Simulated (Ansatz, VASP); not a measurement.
**KCl in VASP and in Ansatz**

INCAR

```
SYSTEM = KCl
PREC = Accurate
ENCUT = 520
EDIFF = 1E-6
ISMEAR = 0
SIGMA = 0.05
LREAL = .False.
LASPH = .True.
NELM = 80
ALGO = Normal
ISIF = 2
LWAVE = .False.
LCHARG = .False.
GGA = PS
NBANDS = 24
```

Contents of KPOINTS:

```
regular mesh
0
Gamma
  6 6 6
  0 0 0
```

Contents of POSCAR:

```
KCl
1.0
    0.0000000000     -3.1207041401     -3.1207041401
   -3.1207041401      0.0000000000     -3.1207041401
    3.1207041401      3.1207041401     -6.2414082803
K Cl
2 2
Direct
    0.4219616284      0.6099319653      0.4967459532
    0.0975626522      0.8835599412     -0.0032540468
    0.7392331991      0.7535889336      0.7535889336
    0.2392331991      0.2535889336      0.2535889336
```

Input for Ansatz:

```yaml
crystal:
  lattice:
    - [0.0, -3.1207041401, -3.1207041401]
    - [-3.1207041401, 0.0, -3.1207041401]
    - [3.1207041401, 3.1207041401, -6.2414082803]
  atoms:
    - { symbol: K, position: [0.4219616284, 0.6099319653, 0.4967459532] }
    - { symbol: K, position: [0.0975626522, 0.8835599412, -0.0032540468] }
    - { symbol: Cl, position: [0.7392331991, 0.7535889336, 0.7535889336] }
    - { symbol: Cl, position: [0.2392331991, 0.2535889336, 0.2535889336] }
basis:
  ecutwfc: 420
kpoints:
  mp_grid: { grid: [6, 6, 6] }
hamiltonian:
  xc: pbesol
scf:
  occupations: { method: gaussian, width: 0.05 }
output:
  forces: true
  stress: true
  eigenvalues: true
```

Change from the starting cell: mode 4 frozen in at -0.454 Å and mode 9 at -0.045 Å (largest displacements).

Alike in both runs: task single point; functional PBEsol; k mesh 6 × 6 × 6; occupations gaussian, width 0.05 eV; no spin polarisation.

```csv
,VASP,Ansatz
version,VASP 6.6.1,Ansatz 0.2.0
potentials or method,"VASP PAW PBE potentials, release 64 (K_sv, Cl), cutoff 520 eV","scalar-relativistic, plane waves, PAW"
valence electrons in the cell,32,32
```

Ansatz gave:

| Quantity | Value |
| --- | --- |
| gap on the k mesh at the Fermi level (eV) | 5.10 |
| least direct gap on the mesh (eV) | 5.10 |
| pressure (GPa) | 1.7 |
| traceless stress, the component that is largest in VASP (GPa) | -1.70 |
| rms of the force components (eV/Å) | 0.340 |

Q: Estimate VASP's values.

A: gap on the k mesh at the Fermi level (eV): 5.10; least direct gap on the mesh (eV): 5.10; pressure (GPa): 1.8; traceless stress, the component that is largest in VASP (GPa): -1.74; rms of the force components (eV/Å): 0.347.

VASP's potentials were made for PBE, not for PBEsol. Atom by atom the forces differ by 0.007 eV/Å (rms over components).
